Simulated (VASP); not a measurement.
# Na4MgSn (F-43m) in VASP: relaxation of cell and atoms with r2SCAN

Aim: the relaxation of cell and atoms of Na4MgSn with r2SCAN.

Everything below comes from runs of VASP 6.6.1. Logs are shortened: lines on timing, memory, paths and dates and some standing lists are left out, and cuts for length are marked.

### Step 1. The cell of the first run

It takes space group F-43m (No. 216, cubic). The conventional cell has a = 7.755 Å, b = 7.755 Å, c = 7.755 Å, α = 90.00°, β = 90.00°, γ = 90.00°. Na (site symmetry 3m) has 6 Na at 2.74 Å and 3 Mg at 3.22 Å and 3 Sn at 3.22 Å within 3.6 Å. Mg (site symmetry -43m) has 12 Na at 3.22 Å and 4 Sn at 3.36 Å within 4.2 Å. Within 4.2 Å of Sn (site symmetry -43m) lie 12 Na at 3.22 Å and 4 Mg at 3.36 Å.

### Step 2. Relaxation of cell and atoms, r2SCAN

Input file POSCAR:

```
Na4MgSn
1.0
    0.0000000000      3.8775540000      3.8775540000
    3.8775540000      0.0000000000      3.8775540000
    3.8775540000      3.8775540000      0.0000000000
Na Mg Sn
4 1 1
Direct
    0.6250000000      0.6250000000      0.6250000000
    0.1250000000      0.6250000000      0.6250000000
    0.6250000000      0.6250000000      0.1250000000
    0.6250000000      0.1250000000      0.6250000000
    0.0000000000      0.0000000000      0.0000000000
    0.2500000000      0.2500000000      0.2500000000
```

Input file INCAR.step1:

```
SYSTEM = Na4MgSn
PREC = Accurate
ENCUT = 600
ISMEAR = -1
SIGMA = 0.03
LREAL = .False.
LASPH = .True.
NELM = 100
GGA = PE
ALGO = Normal
EDIFF = 1E-4
LWAVE = .True.
LCHARG = .False.
```

Input file INCAR.step2:

```
SYSTEM = Na4MgSn
PREC = Accurate
ENCUT = 600
EDIFF = 1E-6
ISMEAR = -1
SIGMA = 0.03
LREAL = .False.
LASPH = .True.
NELM = 100
ALGO = Normal
ISIF = 3
LWAVE = .False.
LCHARG = .False.
METAGGA = R2SCAN
LMIXTAU = .True.
IBRION = 2
NSW = 60
EDIFFG = -0.01
ISTART = 1
```

Input file KPOINTS:

```
Automatic mesh
0
Gamma
  8 8 8
  0 0 0
```

Potentials or basis: VASP PAW PBE potentials, release 64 (Na_pv, Mg, Sn_d).

Started as:

```console
> cat potpaw_PBE.64/Na_pv/POTCAR potpaw_PBE.64/Mg/POTCAR potpaw_PBE.64/Sn_d/POTCAR > POTCAR
> cp INCAR.step1 INCAR
> mpirun -np 1 vasp_std > vasp.out
> cp INCAR.step2 INCAR
> mpirun -np 1 vasp_std > vasp.out
```

OUTCAR:

```text
SYSTEM = Na4MgSn
   PREC = Accurate
   ENCUT = 600
   EDIFF = 1E-6
   ISMEAR = -1
   LREAL = .False.
   LASPH = .True.
   NELM = 100
   ISIF = 3
   METAGGA = R2SCAN
   IBRION = 2
   NSW = 60
   EDIFFG = -0.01
   ISTART = 1

 ion  position               nearest neighbor table
   1  0.625  0.625  0.625-   2 2.74   3 2.74   4 2.74   3 2.74   4 2.74   2 2.74   6 3.22   5 3.22
                             6 3.22   5 3.22   6 3.22   5 3.22
   2  0.125  0.625  0.625-   1 2.74   3 2.74   4 2.74   1 2.74   3 2.74   4 2.74   5 3.22   6 3.22
                             5 3.22   5 3.22   6 3.22   6 3.22
   3  0.625  0.625  0.125-   1 2.74   1 2.74   2 2.74   4 2.74   4 2.74   2 2.74   6 3.22   5 3.22
                             6 3.22   5 3.22   6 3.22   5 3.22
   4  0.625  0.125  0.625-   1 2.74   3 2.74   1 2.74   2 2.74   3 2.74   2 2.74   5 3.22   6 3.22
                             5 3.22   6 3.22   6 3.22   5 3.22
   5  0.000  0.000  0.000-   1 3.22   3 3.22   4 3.22   1 3.22   2 3.22   3 3.22   1 3.22   2 3.22
                             4 3.22   2 3.22   3 3.22   4 3.22   6 3.36   6 3.36   6 3.36   6 3.36
   6  0.250  0.250  0.250-   2 3.22   3 3.22   4 3.22   1 3.22   2 3.22   4 3.22   1 3.22   2 3.22
                             3 3.22   1 3.22   3 3.22   4 3.22   5 3.36   5 3.36   5 3.36   5 3.36

  LATTYP: Found a face centered cubic cell.
 ALAT       =     7.7551080000

  Lattice vectors:

 A1 = (   0.0000000000,   3.8775540000,   3.8775540000)
 A2 = (   3.8775540000,   0.0000000000,   3.8775540000)
 A3 = (   3.8775540000,   3.8775540000,   0.0000000000)

Analysis of symmetry for initial positions (statically):
=====================================================================
 Subroutine PRICEL returns:
 Original cell was already a primitive cell.

 Routine SETGRP: Setting up the symmetry group for a
 face centered cubic supercell.

 Subroutine GETGRP returns: Found 24 space group operations
 (whereof 24 operations were pure point group operations)
 out of a pool of 48 trial point group operations.

The static configuration has the point symmetry T_d .

Analysis of symmetry for dynamics (positions and initial velocities):
=====================================================================
 Subroutine PRICEL returns:
 Original cell was already a primitive cell.

 Routine SETGRP: Setting up the symmetry group for a
 face centered cubic supercell.

 Subroutine GETGRP returns: Found 24 space group operations
 (whereof 24 operations were pure point group operations)
 out of a pool of 48 trial point group operations.

The dynamic configuration has the point symmetry T_d .

 Subroutine INISYM returns: Found 24 space group operations
 (whereof 24 operations are pure point group operations),
 and found     1 'primitive' translations

----------------------------------------------------------------------------------------

                                     Primitive cell

  volume of cell :     116.6013

  direct lattice vectors                    reciprocal lattice vectors
     0.000000000  3.877554000  3.877554000    -0.128947269  0.128947269  0.128947269
     3.877554000  0.000000000  3.877554000     0.128947269 -0.128947269  0.128947269
     3.877554000  3.877554000  0.000000000     0.128947269  0.128947269 -0.128947269

  length of vectors
     5.483689456  5.483689456  5.483689456     0.223343222  0.223343222  0.223343222

  position of ions in fractional coordinates (direct lattice)
     0.625000000  0.625000000  0.625000000
     0.125000000  0.625000000  0.625000000
     0.625000000  0.625000000  0.125000000
     0.625000000  0.125000000  0.625000000
     0.000000000  0.000000000  0.000000000
     0.250000000  0.250000000  0.250000000

  ion indices of the primitive-cell ions
   primitive index   ion index
                 1           1
                 2           2
                 3           3
                 4           4
                 5           5
                 6           6

----------------------------------------------------------------------------------------

 KPOINTS: Automatic mesh

Automatic generation of k-mesh.
 Grid dimensions read from file:
 generate k-points for:    8    8    8

 Generating k-lattice:

  Cartesian coordinates                     Fractional coordinates (reciprocal lattice)
    -0.016118409  0.016118409  0.016118409     0.125000000  0.000000000  0.000000000
     0.016118409 -0.016118409  0.016118409     0.000000000  0.125000000  0.000000000
     0.016118409  0.016118409 -0.016118409     0.000000000  0.000000000  0.125000000

  Length of vectors
     0.027917903  0.027917903  0.027917903

  Shift w.r.t. Gamma in fractional coordinates (k-lattice)
     0.000000000  0.000000000  0.000000000

 Subroutine IBZKPT returns following result:
 ===========================================

 Found     29 irreducible k-points:

 Following reciprocal coordinates:
            Coordinates               Weight
  0.000000  0.000000  0.000000      1.000000
  0.125000  0.000000  0.000000      8.000000
  0.250000  0.000000  0.000000      8.000000
  0.375000  0.000000  0.000000      8.000000
  0.500000  0.000000  0.000000      4.000000
  0.125000  0.125000  0.000000      6.000000
[... 16 lines left out ...]
  0.500000  0.250000  0.125000     48.000000
 -0.375000  0.250000  0.125000     24.000000
 [... further k-points ...]
   k-points           NKPTS =     29   k-points in BZ     NKDIM =     29   number of bands    NBANDS=     26
   number of dos      NEDOS =    301   number of ions     NIONS =      6
   total plane-waves  NPLWV = 110592
   dimension x,y,z NGX =    48 NGY =   48 NGZ =   48
   dimension x,y,z NGXF=    96 NGYF=   96 NGZF=   96
   ions per type =               4   1   1
   NGX,Y,Z   is equivalent  to a cutoff of  14.55, 14.55, 14.55 a.u.
   NGXF,Y,Z  is equivalent  to a cutoff of  29.10, 29.10, 29.10 a.u.
 SYSTEM =  Na4MgSn
   PREC   = accura    normal or accurate (medium, high low for compatibility)
   ISTART =      1    job   : 0-new  1-cont  2-samecut
   ICHARG =      0    charge: 1-file 2-atom 10-const
   ISPIN  =      1    spin polarized calculation?
   LNONCOLLINEAR =      F non collinear calculations
   LSORBIT =      F    spin-orbit coupling
   LASPH  =      T    aspherical Exc in radial PAW
   ENCUT  =  600.0 eV  44.10 Ry    6.64 a.u.  10.95 10.95 10.95*2*pi/ulx,y,z
   NELM   =    100;   NELMIN=  2; NELMDL=  0     # of ELM steps
   EDIFF  = 0.1E-05   stopping-criterion for ELM
   LREAL  =      F    real-space projection
   EDIFFG = -.1E-01   stopping-criterion for IOM
   NSW    =     60    number of steps for IOM
   IBRION =      2    ionic relax: 0-MD 1-quasi-New 2-CG
   NFREE  =      1    steps in history (QN), initial steepest desc. (CG)
   ISIF   =      3    stress and relaxation
   ISYM   =      2    0-nonsym 1-usesym 2-fastsym
   POTIM  = 0.5000    time-step for ionic-motion
   TEBEG  =    0.0;   TEEND  =   0.0 temperature during run
   PSTRESS=    0.0 pullay stress
   NELECT =      44.0000    total number of electrons
   NUPDOWN=      -1.0000    fix difference up-down
   EMIN   =  10.00;   EMAX   =-10.00  energy-range for DOS
   EFERMI =   0.00;   METHOD = LEGACY
   ISMEAR =    -1;   SIGMA  =   0.03  broadening in eV -4-tet -1-fermi 0-gaus
   EFERMI_NEDOS =   21; number of points for ismear=-14 and -15
   IALGO  =     38    algorithm
   IMIX   =      4    mixing-type and parameters
     AMIX     =   0.40;   BMIX     =  1.00
     AMIX_MAG =   1.60;   BMIX_MAG =  1.00
  volume/ion in A,a.u.               =      19.43       131.14
  Fermi-wavevector in a.u.,A,eV,Ry     =   1.183018  2.235579 19.041770  1.399531
  Thomas-Fermi vector in A             =   2.319260
   LORBIT       =      0    0 simple, 1 ext, 2 COOP (PROOUT), +10 PAW based schemes
   METAGGA = R2SCAN    functional components
   LHFCALC =     F    Hartree Fock is set to
   AEXX    =    0.0000 exact exchange contribution
   IVDW    =     0    specifies the selected vdW correction
   LEPSILON=     F    determine dielectric tensor
   LRPA    =     F    only Hartree local field effects (RPA)
 conjugate gradient relaxation of ions
 non-spin polarized calculation
  energy-cutoff  :      600.00
  volume of cell :      116.60
 maximum number of plane-waves:      3924
 NGX is ok and might be reduce to    48
   NGX = 21   NGY = 21   NGZ = 21

--------------------------------------- Ionic step        1  -------------------------------------------

 number of electron      43.9999985 magnetization

 Free energy of the ion-electron system (eV)
  ---------------------------------------------------
  ext. energy  EPLUGINS =         0.00000000
  ---------------------------------------------------
  free energy    TOTEN  =       -40.81217640 eV

  energy without entropy =      -40.79955254  energy(sigma->0) =      -40.80586447

 E-fermi :   4.8243     XC(G=0):  -9.9007

 val. band max:        4.8207488866   @ k =   0.5000   0.3750   0.1250
 cond. band min:       4.8445087963   @ k =   0.5000   0.2500   0.1250
 fundamental gap:      0.0237599097
 Fermi energy:         4.8242587439

 k-point     1 :       0.0000    0.0000    0.0000
  band No.  band energies     occupation
      1     -22.1189      2.00000
      2     -21.8001      2.00000
      3     -21.7999      2.00000
      4     -21.7999      2.00000
      5     -21.6796      2.00000
      6     -21.6796      2.00000
[... 685 lines left out ...]
     25       7.1252      0.00000
     26       7.3413      0.00000

 [... further k-points ...]

------------------------ aborting loop because EDIFF is reached ----------------------------------------

  FORCE on cell =-STRESS in cart. coord.  units (eV):
  Direction    XX          YY          ZZ          XY          YZ          ZX
  --------------------------------------------------------------------------------------
  -------------------------------------------------------------------------------------
  Total        9.5481580      9.5481580      9.5481580      0.0000000      0.0000000     -0.0000000
  in kB      131.1978202    131.1978202    131.1978202      0.0000000      0.0000000     -0.0000000
  external PRESSURE =     131.1978202 kB  Pullay stress =       0.0000000 kB
[... 225 lines left out ...]
  energy  without entropy=      -42.3207999952  energy(sigma->0) =      -42.32741464

--------------------------------------- Ionic step        7  -------------------------------------------

 number of electron      43.9999991 magnetization

 Free energy of the ion-electron system (eV)
  ---------------------------------------------------
  ext. energy  EPLUGINS =         0.00000000
  ---------------------------------------------------
  free energy    TOTEN  =       -42.33405604 eV

  energy without entropy =      -42.32080511  energy(sigma->0) =      -42.32743057

 E-fermi :   2.3136     XC(G=0):  -8.4596

 val. band max:        2.2801568811   @ k =   0.3750   0.2500   0.0000
 cond. band min:       2.3180575783   @ k =   0.5000   0.2500   0.1250
 fundamental gap:      0.0379006972
 Fermi energy:         2.3135652122

 k-point     1 :       0.0000    0.0000    0.0000
  band No.  band energies     occupation
      1     -23.9448      2.00000
      2     -23.8160      2.00000
      3     -23.8158      2.00000
      4     -23.8158      2.00000
      5     -23.7529      2.00000
      6     -23.7529      2.00000
[... 685 lines left out ...]
     25       4.3149      0.00000
     26       4.4087      0.00000

 [... further k-points ...]

------------------------ aborting loop because EDIFF is reached ----------------------------------------

  FORCE on cell =-STRESS in cart. coord.  units (eV):
  Direction    XX          YY          ZZ          XY          YZ          ZX
  --------------------------------------------------------------------------------------
  -------------------------------------------------------------------------------------
  Total       -0.0243774     -0.0243774     -0.0243774     -0.0000000      0.0000000      0.0000000
  in kB       -0.2319748     -0.2319748     -0.2319748     -0.0000000      0.0000000      0.0000000
  external PRESSURE =      -0.2319748 kB  Pullay stress =       0.0000000 kB
[... 21 lines left out ...]
  FREE ENERGIE OF THE ION-ELECTRON SYSTEM (eV)
  ---------------------------------------------------
  free  energy   TOTEN  =       -42.3340560399 eV

  energy  without entropy=      -42.3208051055  energy(sigma->0) =      -42.32743057

 reached required accuracy - stopping structural energy minimisation
```

Wall time 42 min (1 thread of Intel Xeon 8259CL, shared host); peak memory 0.45 GiB.

Results:

```yaml
Free_energy: -42.3341 eV
Relaxed_volume: 28.06 Å³/atom
Relaxed_cell: a = 6.198 Å, b = 6.198 Å, c = 6.198 Å, α = 60.00°, β = 60.00°, γ = 60.00°
Space_group_after_relaxing_to_0.1_Å: F-43m (No. 216)
Energy_gained_by_relaxing: 253.6 meV/atom
Ionic_steps: 7
Pressure_after_relaxing: 0.0 GPa
Band_gap_on_the_k_mesh: zero (bands 22 and 23 overlap by 1.11 eV)
```

Step by step:
```
step  energy change (eV)  largest force (eV/Å)  pressure (GPa)  volume (Å³)
   1              0.0000                0.1282           13.12       116.60
   2             -1.3253                0.0007            3.28       145.57
   3             -1.5010                0.0150            0.94       160.13
   4             -1.5217                0.0217            0.12       167.20
   5             -1.5218                0.0191            0.00       168.34
   6             -1.5219                0.0108           -0.01       168.35
   7             -1.5219                0.0002           -0.02       168.37
```

Final structure:
```cif
data_structure
_symmetry_space_group_name_H-M 'P 1'
_symmetry_Int_Tables_number 1
_cell_length_a 6.1981
_cell_length_b 6.1981
_cell_length_c 6.1981
_cell_angle_alpha 60.000
_cell_angle_beta 60.000
_cell_angle_gamma 60.000
_cell_volume 168.37
loop_
_atom_site_label
_atom_site_type_symbol
_atom_site_fract_x
_atom_site_fract_y
_atom_site_fract_z
_atom_site_occupancy
Na1 Na 0.62440 0.62440 0.62440 1
Na2 Na 0.12679 0.62440 0.62440 1
Na3 Na 0.62440 0.62440 0.12679 1
Na4 Na 0.62440 0.12679 0.62440 1
Mg1 Mg 0.00000 0.00000 0.00000 1
Sn1 Sn 0.25000 0.25000 0.25000 1
```

Caveat: the volume moved by over 15 % at a fixed basis, so the end points are rough; the PAW data sets were made with another functional, which shifts forces and pressure a little; spin-orbit coupling is left out, which moves the levels of the heavy elements.

The gap in the log of VASP goes by the Fermi energy; the results here count the filled bands.